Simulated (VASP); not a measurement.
Write the native input for VASP 6.6.1 that does the following.

```
Task                   : single point
Functional             : PBEsol
Potentials or basis    : VASP PAW PBE potentials, release 64 (Au)
Cutoff                 : 520 eV
k mesh                 : 14 × 14 × 8
Occupations            : fermi-dirac, width 0.03 eV
Spin                   : no spin polarisation
Dipole correction      : no
Further INCAR settings : ALGO = Normal; EDIFF = 1e-07; NBANDS = 18
```

The structure of Au lies in POSCAR:

```
Au
1.0
    2.8707034943      0.0000000000      0.0000000000
   -1.4353517471      2.4861021528      0.0000000000
    0.0000000000      0.0000000000      4.8307037003
Au
2
Direct
    0.3333333333      0.6666666667      0.7500000000
    0.6666666667      0.3333333333      0.2500000000
```

This cell differs from its parent crystal: volume scaled by 0.97.

These files were run (other wordings do the same):

INCAR

```
  PREC = Accurate
  ENCUT = 520
  EDIFF = 1E-7
  ISMEAR = -1
  SIGMA = 0.03
  LREAL = F
  LASPH = T
  NELM = 100
  ALGO = Normal
  ISIF = 2
  LWAVE = F
  LCHARG = F
  GGA = PS
  NBANDS = 18
```

KPOINTS

```
regular mesh
0
Gamma
  14 14 8
```

Potentials or basis: VASP PAW PBE potentials, release 64 (Au).

Command:

```console
$ cat potpaw_PBE.64/Au/POTCAR > POTCAR
$ mpirun -np 1 vasp_std > vasp.out
```

It gave:

| Property | Result |
| --- | --- |
| Pressure | -2.3 GPa |
| Band gap on the k mesh | zero (band 11 reaches 12.94 eV, above the bottom of band 12 at 6.47 eV) |

Caveat: the PAW data sets were made with another functional, which shifts forces and pressure a little; spin-orbit coupling is left out, which moves the levels of the heavy elements.

Wall time 22 s on 1 thread of Intel(R) Xeon(R) Platinum 8488C (Sapphire Rapids), on a shared host, peak memory 0.19 GiB.
